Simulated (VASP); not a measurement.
# YSe (Fm-3m) in VASP: single point with LDA

Aim: the single point of YSe with LDA.

Everything below comes from runs of VASP 6.6.1. Logs are shortened: lines on timing, memory, paths and dates and some standing lists are left out, and cuts for length are marked.

## 1. The cell of the first run

Symmetry: Fm-3m, No. 225, cubic system. Conventional cell: a = 5.750 Å, b = 5.750 Å, c = 5.750 Å, α = 90.00°, β = 90.00°, γ = 90.00°. Y (site symmetry m-3m) has 6 Se at 2.88 Å within 3.8 Å. Se (site symmetry m-3m) has 6 Y at 2.88 Å within 3.8 Å.

## 2. Single point, LDA

INCAR reads:

```
SYSTEM = YSe
  PREC = Accurate
  ENCUT = 520
  EDIFF = 1E-6
  ISMEAR = 0
  SIGMA = 0.15
  LREAL = .FALSE.
  LASPH = .TRUE.
  NELM = 60
  ALGO = Normal
  ISIF = 2
  LWAVE = .FALSE.
  LCHARG = .FALSE.
  NBANDS = 16
```

KPOINTS reads:

```
Automatic mesh
0
G
  14 14 14
  0 0 0
```

POSCAR reads:

```
YSe
1.0
    0.0000000000      2.8750000000      2.8750000000
    2.8750000000      0.0000000000      2.8750000000
    2.8750000000      2.8750000000      0.0000000000
Y Se
1 1
Direct
    0.0000000000      0.0000000000      0.0000000000
    0.5000000000      0.5000000000      0.5000000000
```

Potentials or basis: VASP PAW LDA potentials, release 64 (Y_sv, Se).

On the command line:

```console
$ cat potpaw_LDA.64/Y_sv/POTCAR potpaw_LDA.64/Se/POTCAR > POTCAR
$ mpirun -np 1 vasp_std > vasp.out
```

OUTCAR:

```text
SYSTEM = YSe
   PREC = Accurate
   ENCUT = 520
   EDIFF = 1E-6
   ISMEAR = 0
   LREAL = .FALSE.
   LASPH = .TRUE.
   NELM = 60
   ISIF = 2

 ion  position               nearest neighbor table
   1  0.000  0.000  0.000-   2 2.88   2 2.88   2 2.88   2 2.88   2 2.88   2 2.88
   2  0.500  0.500  0.500-   1 2.88   1 2.88   1 2.88   1 2.88   1 2.88   1 2.88

  LATTYP: Found a face centered cubic cell.
 ALAT       =     5.7500000000

  Lattice vectors:

 A1 = (   0.0000000000,   2.8750000000,   2.8750000000)
 A2 = (   2.8750000000,   0.0000000000,   2.8750000000)
 A3 = (   2.8750000000,   2.8750000000,   0.0000000000)

Analysis of symmetry for initial positions (statically):
=====================================================================
 Subroutine PRICEL returns:
 Original cell was already a primitive cell.

 Routine SETGRP: Setting up the symmetry group for a
 face centered cubic supercell.

 Subroutine GETGRP returns: Found 48 space group operations
 (whereof 48 operations were pure point group operations)
 out of a pool of 48 trial point group operations.

The static configuration has the point symmetry O_h .

Analysis of symmetry for dynamics (positions and initial velocities):
=====================================================================
 Subroutine PRICEL returns:
 Original cell was already a primitive cell.

 Routine SETGRP: Setting up the symmetry group for a
 face centered cubic supercell.

 Subroutine GETGRP returns: Found 48 space group operations
 (whereof 48 operations were pure point group operations)
 out of a pool of 48 trial point group operations.

The dynamic configuration has the point symmetry O_h .

 Subroutine INISYM returns: Found 48 space group operations
 (whereof 48 operations are pure point group operations),
 and found     1 'primitive' translations

----------------------------------------------------------------------------------------

                                     Primitive cell

  volume of cell :      47.5273

  direct lattice vectors                    reciprocal lattice vectors
     0.000000000  2.875000000  2.875000000    -0.173913043  0.173913043  0.173913043
     2.875000000  0.000000000  2.875000000     0.173913043 -0.173913043  0.173913043
     2.875000000  2.875000000  0.000000000     0.173913043  0.173913043 -0.173913043

  length of vectors
     4.065863992  4.065863992  4.065863992     0.301226227  0.301226227  0.301226227

  position of ions in fractional coordinates (direct lattice)
     0.000000000  0.000000000  0.000000000
     0.500000000  0.500000000  0.500000000

  ion indices of the primitive-cell ions
   primitive index   ion index
                 1           1
                 2           2

----------------------------------------------------------------------------------------

 KPOINTS: Automatic mesh

Automatic generation of k-mesh.
 Grid dimensions read from file:
 generate k-points for:   14   14   14

 Generating k-lattice:

  Cartesian coordinates                     Fractional coordinates (reciprocal lattice)
    -0.012422360  0.012422360  0.012422360     0.071428571  0.000000000  0.000000000
     0.012422360 -0.012422360  0.012422360     0.000000000  0.071428571  0.000000000
     0.012422360  0.012422360 -0.012422360     0.000000000  0.000000000  0.071428571

  Length of vectors
     0.021516159  0.021516159  0.021516159

  Shift w.r.t. Gamma in fractional coordinates (k-lattice)
     0.000000000  0.000000000  0.000000000

 Subroutine IBZKPT returns following result:
 ===========================================

 Found    104 irreducible k-points:

 Following reciprocal coordinates:
            Coordinates               Weight
  0.000000  0.000000  0.000000      1.000000
  0.071429  0.000000  0.000000      8.000000
  0.142857  0.000000  0.000000      8.000000
  0.214286  0.000000  0.000000      8.000000
  0.285714  0.000000  0.000000      8.000000
  0.357143  0.000000  0.000000      8.000000
[... 16 lines left out ...]
  0.214286  0.142857  0.000000     24.000000
  0.285714  0.142857  0.000000     24.000000
 [... further k-points ...]
   k-points           NKPTS =    104   k-points in BZ     NKDIM =    104   number of bands    NBANDS=     16
   number of dos      NEDOS =    301   number of ions     NIONS =      2
   total plane-waves  NPLWV =  27000
   dimension x,y,z NGX =    30 NGY =   30 NGZ =   30
   dimension x,y,z NGXF=    60 NGYF=   60 NGZF=   60
   ions per type =               1   1
   NGX,Y,Z   is equivalent  to a cutoff of  12.27, 12.27, 12.27 a.u.
   NGXF,Y,Z  is equivalent  to a cutoff of  24.53, 24.53, 24.53 a.u.
 SYSTEM =  YSe
   PREC   = accura    normal or accurate (medium, high low for compatibility)
   ISTART =      0    job   : 0-new  1-cont  2-samecut
   ICHARG =      2    charge: 1-file 2-atom 10-const
   ISPIN  =      1    spin polarized calculation?
   LNONCOLLINEAR =      F non collinear calculations
   LSORBIT =      F    spin-orbit coupling
   LASPH  =      T    aspherical Exc in radial PAW
   ENCUT  =  520.0 eV  38.22 Ry    6.18 a.u.   7.56  7.56  7.56*2*pi/ulx,y,z
   NELM   =     60;   NELMIN=  2; NELMDL= -5     # of ELM steps
   EDIFF  = 0.1E-05   stopping-criterion for ELM
   LREAL  =      F    real-space projection
   EDIFFG = 0.1E-04   stopping-criterion for IOM
   NSW    =      0    number of steps for IOM
   IBRION =     -1    ionic relax: 0-MD 1-quasi-New 2-CG
   NFREE  =      0    steps in history (QN), initial steepest desc. (CG)
   ISIF   =      2    stress and relaxation
   ISYM   =      2    0-nonsym 1-usesym 2-fastsym
   POTIM  = 0.5000    time-step for ionic-motion
   TEBEG  =    0.0;   TEEND  =   0.0 temperature during run
   PSTRESS=    0.0 pullay stress
   NELECT =      17.0000    total number of electrons
   NUPDOWN=      -1.0000    fix difference up-down
   EMIN   =  10.00;   EMAX   =-10.00  energy-range for DOS
   EFERMI =   0.00;   METHOD = LEGACY
   ISMEAR =     0;   SIGMA  =   0.15  broadening in eV -4-tet -1-fermi 0-gaus
   EFERMI_NEDOS =   21; number of points for ismear=-14 and -15
   IALGO  =     38    algorithm
   IMIX   =      4    mixing-type and parameters
     AMIX     =   0.40;   BMIX     =  1.00
     AMIX_MAG =   1.60;   BMIX_MAG =  1.00
  volume/ion in A,a.u.               =      23.76       160.37
  Fermi-wavevector in a.u.,A,eV,Ry     =   1.162099  2.196050 18.374329  1.350475
  Thomas-Fermi vector in A             =   2.298664
   LORBIT       =      0    0 simple, 1 ext, 2 COOP (PROOUT), +10 PAW based schemes
   GGA     = CA    functional components
   LHFCALC =     F    Hartree Fock is set to
   AEXX    =    0.0000 exact exchange contribution
   IVDW    =     0    specifies the selected vdW correction
   LEPSILON=     F    determine dielectric tensor
   LRPA    =     F    only Hartree local field effects (RPA)
 non-spin polarized calculation
 Gauss-broadening in eV      SIGMA  =   0.15
  energy-cutoff  :      520.00
  volume of cell :       47.53
 maximum number of plane-waves:      1299
   NGX = 15   NGY = 15   NGZ = 15

 number of electron      16.9999998 magnetization

 Free energy of the ion-electron system (eV)
  ---------------------------------------------------
  ext. energy  EPLUGINS =         0.00000000
  ---------------------------------------------------
  free energy    TOTEN  =       -14.90420003 eV

  energy without entropy =      -14.89136644  energy(sigma->0) =      -14.89778323

 E-fermi :   5.8621     XC(G=0): -10.4142

 val. band max:        5.8468571022   @ k =   0.2857   0.0714   0.0000
 cond. band min:       5.8624399238   @ k =   0.3571   0.1429   0.0714
 fundamental gap:      0.0155828216
 Fermi energy:         5.8620789959

 k-point     1 :       0.0000    0.0000    0.0000
  band No.  band energies     occupation
      1     -37.5519      2.00000
      2     -17.6401      2.00000
      3     -17.6401      2.00000
      4     -17.6401      2.00000
      5      -9.2403      2.00000
      6       2.8970      2.00000
[... 8 lines left out ...]
     15      12.0857      0.00000
     16      17.8738      0.00000

 k-point     2 :       0.0714    0.0000    0.0000
  band No.  band energies     occupation
      1     -37.5511      2.00000
      2     -17.6548      2.00000
      3     -17.6410      2.00000
      4     -17.6410      2.00000
      5      -9.1936      2.00000
      6       2.5339      2.00000
[... 8 lines left out ...]
     15      12.2930      0.00000
     16      17.0695      0.00000

 k-point     3 :       0.1429    0.0000    0.0000
  band No.  band energies     occupation
      1     -37.5489      2.00000
      2     -17.6956      2.00000
      3     -17.6435      2.00000
      4     -17.6435      2.00000
      5      -9.0606      2.00000
      6       1.7658      2.00000
[... 8 lines left out ...]
     15      12.8241      0.00000
     16      15.8826      0.00000

 k-point     4 :       0.2143    0.0000    0.0000
  band No.  band energies     occupation
      1     -37.5457      2.00000
      2     -17.7534      2.00000
      3     -17.6470      2.00000
      4     -17.6470      2.00000
      5      -8.8624      2.00000
      6       0.9355      2.00000
[... 8 lines left out ...]
     15      13.2106      0.00000
     16      15.2838      0.00000
[... 324 lines left out ...]
 k-point    22 :       0.1429    0.1429    0.0000
  band No.  band energies     occupation
      1     -37.5479      2.00000
      2     -17.6908      2.00000
      3     -17.6550      2.00000
      4     -17.6550      2.00000
      5      -9.0224      2.00000
      6       1.3192      2.00000
[... 8 lines left out ...]
     15      13.0976      0.00000
     16      15.8422      0.00000

 k-point    23 :       0.2143    0.1429    0.0000
  band No.  band energies     occupation
      1     -37.5455      2.00000
      2     -17.7264      2.00000
      3     -17.6619      2.00000
      4     -17.6588      2.00000
      5      -8.8997      2.00000
      6       0.8490      2.00000
[... 8 lines left out ...]
     15      13.5780      0.00000
     16      14.6020      0.00000

 k-point    24 :       0.2857    0.1429    0.0000
  band No.  band energies     occupation
      1     -37.5424      2.00000
      2     -17.7763      2.00000
      3     -17.6677      2.00000
      4     -17.6624      2.00000
      5      -8.7323      2.00000
      6       0.3890      2.00000
[... 8 lines left out ...]
     15      13.1924      0.00000
     16      14.1844      0.00000

 [... further k-points ...]

------------------------ aborting loop because EDIFF is reached ----------------------------------------

  FORCE on cell =-STRESS in cart. coord.  units (eV):
  Direction    XX          YY          ZZ          XY          YZ          ZX
  --------------------------------------------------------------------------------------
  -------------------------------------------------------------------------------------
  Total       -1.3359802     -1.3359802     -1.3359802      0.0000000      0.0000000      0.0000000
  in kB      -45.0367527    -45.0367527    -45.0367527      0.0000000      0.0000000      0.0000000
  external PRESSURE =     -45.0367527 kB  Pullay stress =       0.0000000 kB

 VOLUME and BASIS-vectors are now :
 -----------------------------------------------------------------------------
  energy-cutoff  :      520.00
  volume of cell :       47.53
      direct lattice vectors                 reciprocal lattice vectors
     0.000000000  2.875000000  2.875000000    -0.173913043  0.173913043  0.173913043
     2.875000000  0.000000000  2.875000000     0.173913043 -0.173913043  0.173913043
     2.875000000  2.875000000  0.000000000     0.173913043  0.173913043 -0.173913043

 POSITION                                       TOTAL-FORCE (eV/Angst)
 -----------------------------------------------------------------------------------
      0.00000      0.00000      0.00000        -0.000000      0.000000     -0.000000
      2.87500      2.87500      2.87500         0.000000     -0.000000      0.000000
 -----------------------------------------------------------------------------------
    total drift:                               -0.000000      0.000000      0.000000

  FREE ENERGIE OF THE ION-ELECTRON SYSTEM (eV)
  ---------------------------------------------------
  free  energy   TOTEN  =       -14.9042000297 eV

  energy  without entropy=      -14.8913664390  energy(sigma->0) =      -14.89778323
```

Wall time 1.7 min (1 thread of Intel Xeon 8259CL, shared host); peak memory 0.23 GiB.

Results:

```yaml
Free_energy: -14.9042 eV
Pressure: -4.5 GPa
Band_gap_on_the_k_mesh: zero (an odd number of electrons rules out a gap without spin polarisation)
```

Caveat: the cell stands under tension.
